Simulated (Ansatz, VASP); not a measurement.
Given: the input of a run of Ansatz 0.2.0 on I.

File input.yaml:

```yaml
crystal:
  lattice:
    - [0.0, 2.3173093325, 3.830025081]
    - [2.1474932061, 0.0, 3.830025081]
    - [2.1474932061, 2.3173093325, 0.0]
  atoms:
    - { symbol: I, position: [0.0, 0.0, 0.0] }
hamiltonian:
  xc: lda
  pseudopotentials: { kind: paw }
kpoints:
  mp_grid: { grid: [9, 9, 9] }
scf:
  occupations: { method: fermi_dirac, width: 0.05 }
output:
  forces: true
  stress: true
  eigenvalues: true
```

Potentials or basis: Ansatz PAW.

Launch:

```console
$ ansatz run input.yaml --threads 2 --pin off --max-ram 5632MiB --backend cpu --events-out ev --progress --plain --runs-dir out
```

Q: Translate it to VASP 6.6.1. Potentials there: VASP PAW LDA potentials, release 64 (I).

A: As run (the cutoff follows the program's own potentials):

The input INCAR:

```
  ALGO = Normal
  EDIFF = 1E-6
  ENCUT = 520
  GGA = CA
  ISIF = 2
  ISMEAR = -1
  LASPH = T
  LCHARG = F
  LREAL = F
  LWAVE = F
  NBANDS = 10
  NELM = 60
  PREC = Accurate
  SIGMA = 0.05
```

The input KPOINTS:

```
k-points
0
Gamma
  9 9 9
```

The input POSCAR:

```
I
1.0
    0.0000000000      2.3173093325      3.8300250810
    2.1474932061      0.0000000000      3.8300250810
    2.1474932061      2.3173093325      0.0000000000
I
1
Direct
    0.0000000000      0.0000000000      0.0000000000
```

Potentials or basis: VASP PAW LDA potentials, release 64 (I).

Command:

```console
$ cat potpaw_LDA.64/I/POTCAR > POTCAR
$ mpirun -np 1 vasp_std > vasp.out
```

Both were run:

|  | VASP | Ansatz | Ansatz less VASP |
| --- | --- | --- | --- |
| gap on the k mesh at the Fermi level (eV) | none | none | - |
| pressure (GPa) | -0.7 | -0.7 | -0.01 |
| traceless stress, the component that is largest in VASP (GPa) | -0.33 | -0.32 | +0.013 |

LDA's correlation is that of Perdew and Zunger in VASP and of Perdew and Wang (1992) in Ansatz. A gap of «none» marks a metal or a gap that the smearing closes. VASP's potentials hold 7 valence electrons a cell and Ansatz's 17, so a difference there can come from the potentials and not from the codes.

Spin-orbit coupling is off throughout.
